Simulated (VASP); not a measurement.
# Rb2SrTe2 (P4/mmm) in VASP: a series of runs, part 2 of 2

VASP 6.6.1. The steps go on from the part before.

**4. Single point, PBE**

This run uses another cell than the first one, of 26.06 Å³/atom, 0.237 times its volume.

INCAR

```
SYSTEM = Rb2SrTe2
PREC     = Accurate       ! precision mode
ENCUT    = 520            ! plane-wave cutoff, eV
EDIFF    = 1E-6           ! SCF threshold, eV
ISMEAR   = 0              ! smearing method
SIGMA    = 0.1            ! smearing width, eV
LREAL    = .FALSE.        ! projectors in reciprocal space
LASPH    = .TRUE.         ! aspherical terms in the spheres
NELM     = 100            ! most SCF steps
ALGO     = Normal         ! electronic algorithm
ISIF     = 2              ! what is computed and relaxed
LWAVE    = .FALSE.        ! write WAVECAR
LCHARG   = .FALSE.        ! write CHGCAR
GGA      = PE             ! functional
NBANDS   = 28             ! bands
```

KPOINTS

```
Automatic mesh
0
G
  4 4 2
  0 0 0
```

POSCAR

```
Rb2SrTe2
1.0
    4.0726332100      0.0000000000      0.0000000000
    0.0000000000      4.0726332100      0.0000000000
    0.0000000000      0.0000000000      7.8572843700
Rb Sr Te
2 1 2
Direct
    0.0000000000      0.0000000000      0.5000000000
    0.5000000000      0.5000000000      0.5000000000
    0.0000000000      0.0000000000      0.0000000000
    0.0000000000      0.0000000000      0.2189545100
    0.0000000000      0.0000000000      0.7810454900
```

Potentials or basis: VASP PAW PBE potentials, release 64 (Rb_sv, Sr_sv, Te).

Command:

```
cat potpaw_PBE.64/Rb_sv/POTCAR potpaw_PBE.64/Sr_sv/POTCAR potpaw_PBE.64/Te/POTCAR > POTCAR
mpirun -np 1 vasp_std > vasp.out
```

OUTCAR:

```text
SYSTEM = Rb2SrTe2
   PREC = Accurate
   ENCUT = 520
   EDIFF = 1E-6
   ISMEAR = 0
   LREAL = .FALSE.
   LASPH = .TRUE.
   NELM = 100
   ISIF = 2
   GGA = PE

 ion  position               nearest neighbor table
   1  0.000  0.000  0.500-   4 2.21   5 2.21   2 2.88   2 2.88   2 2.88   2 2.88   3 3.93   3 3.93
                             4 4.63   5 4.63   4 4.63   5 4.63   4 4.63   4 4.63   5 4.63   5 4.63
   2  0.500  0.500  0.500-   1 2.88   1 2.88   1 2.88   1 2.88   4 3.63   5 3.63   5 3.63   4 3.63
                             5 3.63   4 3.63   4 3.63   5 3.63   3 4.87   3 4.87   3 4.87   3 4.87
   3  0.000  0.000  0.000-   4 1.72   5 1.72   1 3.93   1 3.93   2 4.87   2 4.87   2 4.87   2 4.87
                             2 4.87   2 4.87   2 4.87   2 4.87
   4  0.000  0.000  0.219-   3 1.72   1 2.21   5 3.44   2 3.63   2 3.63   2 3.63   2 3.63   1 4.63
                             1 4.63   1 4.63   1 4.63
   5  0.000  0.000  0.781-   3 1.72   1 2.21   4 3.44   2 3.63   2 3.63   2 3.63   2 3.63   1 4.63
                             1 4.63   1 4.63   1 4.63

 -----------------------------------------------------------------------------
|                                                                             |
|           W    W    AA    RRRRR   N    N  II  N    N   GGGG   !!!           |
|           W    W   A  A   R    R  NN   N  II  NN   N  G    G  !!!           |
[... 199 lines left out ...]
      3     -22.6916      2.00000
      4     -19.1107      2.00000
      5     -13.0756      2.00000
      6     -13.0756      2.00000
[... 361 lines left out ...]
     27       9.7390      0.00000
     28      11.0236      0.00000

------------------------ aborting loop because EDIFF is reached ----------------------------------------

  FORCE on cell =-STRESS in cart. coord.  units (eV):
  Direction    XX          YY          ZZ          XY          YZ          ZX
  --------------------------------------------------------------------------------------
  -------------------------------------------------------------------------------------
  Total        7.3974323      7.3974323    279.3485592      0.0000000     -0.0000000      0.0000000
  in kB       90.9428403     90.9428403   3434.2661560      0.0000000     -0.0000000      0.0000000
  external PRESSURE =    1205.3839455 kB  Pullay stress =       0.0000000 kB

 VOLUME and BASIS-vectors are now :
 -----------------------------------------------------------------------------
  energy-cutoff  :      520.00
  volume of cell :      130.32
      direct lattice vectors                 reciprocal lattice vectors
     4.072633210  0.000000000  0.000000000     0.245541385  0.000000000  0.000000000
     0.000000000  4.072633210  0.000000000     0.000000000  0.245541385  0.000000000
     0.000000000  0.000000000  7.857284370     0.000000000  0.000000000  0.127270435

 POSITION                                       TOTAL-FORCE (eV/Angst)
 -----------------------------------------------------------------------------------
      0.00000      0.00000      3.92864         0.000000     -0.000000     -0.000000
      2.03632      2.03632      3.92864         0.000000     -0.000000     -0.000000
      0.00000      0.00000      0.00000         0.000000     -0.000000     -0.000000
      0.00000      0.00000      1.72039        -0.000000      0.000000     49.428310
      0.00000      0.00000      6.13690        -0.000000      0.000000    -49.428310
 -----------------------------------------------------------------------------------
    total drift:                                0.000000     -0.000000      0.000000

  FREE ENERGIE OF THE ION-ELECTRON SYSTEM (eV)
  ---------------------------------------------------
  free  energy   TOTEN  =        41.0920000701 eV

  energy  without entropy=       41.1184683464  energy(sigma->0) =       41.10523421
```

stdout:

```text
POSCAR found type information on POSCAR RbSrTe
 POSCAR found :  3 types and       5 ions
 scaLAPACK will be used
 LDA part: xc-table for (Slater+PW92), standard interpolation
 -----------------------------------------------------------------------------
|                                                                             |
|           W    W    AA    RRRRR   N    N  II  N    N   GGGG   !!!           |
|           W    W   A  A   R    R  NN   N  II  NN   N  G    G  !!!           |
|           W    W  A    A  R    R  N N  N  II  N N  N  G       !!!           |
|           W WW W  AAAAAA  RRRRR   N  N N  II  N  N N  G  GGG   !            |
|           WW  WW  A    A  R   R   N   NN  II  N   NN  G    G                |
|           W    W  A    A  R    R  N    N  II  N    N   GGGG   !!!           |
|                                                                             |
|     The distance between some ions is very small. Please check the          |
|     nearest-neighbor list in the OUTCAR file.                               |
|     I HOPE YOU KNOW WHAT YOU ARE DOING!                                     |
|                                                                             |
 -----------------------------------------------------------------------------

 POSCAR, INCAR and KPOINTS ok, starting setup
 FFT: planning ... GRIDC
 FFT: planning ... GRID_SOFT
 FFT: planning ... GRID
 WAVECAR not read
 entering main loop
```

Run time: 22 s. Hardware: 1 thread of Intel Xeon 6975P-C (Granite Rapids), shared host; peak memory 0.24 GiB.

Results:

* Free energy: 41.0920 eV
* Pressure: 120.5 GPa
* Largest force: 49.428 eV/Å
* Band gap on the k mesh: zero (band 20 reaches 7.81 eV, above the bottom of band 21 at 5.14 eV)

Forces in eV/Å, atoms in the order of the input:
```
Rb    0.000   0.000   0.000
Rb    0.000   0.000   0.000
Sr    0.000   0.000   0.000
Te    0.000   0.000  49.428
Te    0.000   0.000 -49.428
```

Stress tensor (GPa, compression positive):
```
  9.09   0.00   0.00
  0.00   9.09   0.00
  0.00   0.00 343.43
```

Levels at points of the mesh, in eV from the Fermi level:
```
           k point  band 17  band 18  band 19  band 20  band 21  band 22  band 23  band 24
(0.00, 0.00, 0.00)    -2.44    -2.26    -2.00    -1.73    -1.73    -0.96    -0.13     1.06
(0.50, 0.00, 0.00)    -4.46    -1.92    -1.40    -0.91     0.59     1.30     1.64     1.84
(0.50, 0.50, 0.00)    -3.73    -3.73    -1.81    -1.07    -0.37    -0.37     1.91     2.08
(0.00, 0.00, 0.50)    -3.24    -3.24    -2.36    -2.22    -1.07    -0.32     1.07     1.25
(0.50, 0.00, 0.50)    -4.92    -2.78    -1.09     0.95     1.04     1.04     1.18     1.54
(0.50, 0.50, 0.50)    -5.16    -5.16    -0.81     0.85     1.72     1.72     1.72     1.98
```

Caveat: the k points lie up to 0.40 Å⁻¹ apart; spin-orbit coupling is left out, which moves the levels of the heavy elements; forces of over 1 eV/Å act on the atoms, so gaps and moduli don't describe the material at rest.

**5. Overview**

```csv
cell,k mesh,smearing,gap on the mesh (eV),pressure (GPa),largest force (eV/Å)
"a = 6.626, b = 6.626, c = 12.502 Å, 5 atoms",6 × 6 × 4,gaussian 0.01 eV,0.27,0.0,0.01
"a = 6.471, b = 6.471, c = 12.493 Å, 5 atoms",4 × 4 × 2,gaussian 0.1 eV,0.23,0.1,-
"a = 4.073, b = 4.073, c = 7.857 Å, 5 atoms",4 × 4 × 2,gaussian 0.1 eV,none,120.5,49.43
```

Alike in all rows: task single point; level PBE; potentials or basis VASP PAW PBE potentials, release 64 (Rb_sv, Sr_sv, Te); no spin polarisation; cutoff (eV) 520.

Caveats: some runs use coarse meshes; spin-orbit coupling is left out, which moves the levels of the heavy elements; forces of over 1 eV/Å act on the atoms, so gaps and moduli don't describe the material at rest (some runs).

Total energies depend on the potentials used, so only differences within one code and one set of settings carry meaning.
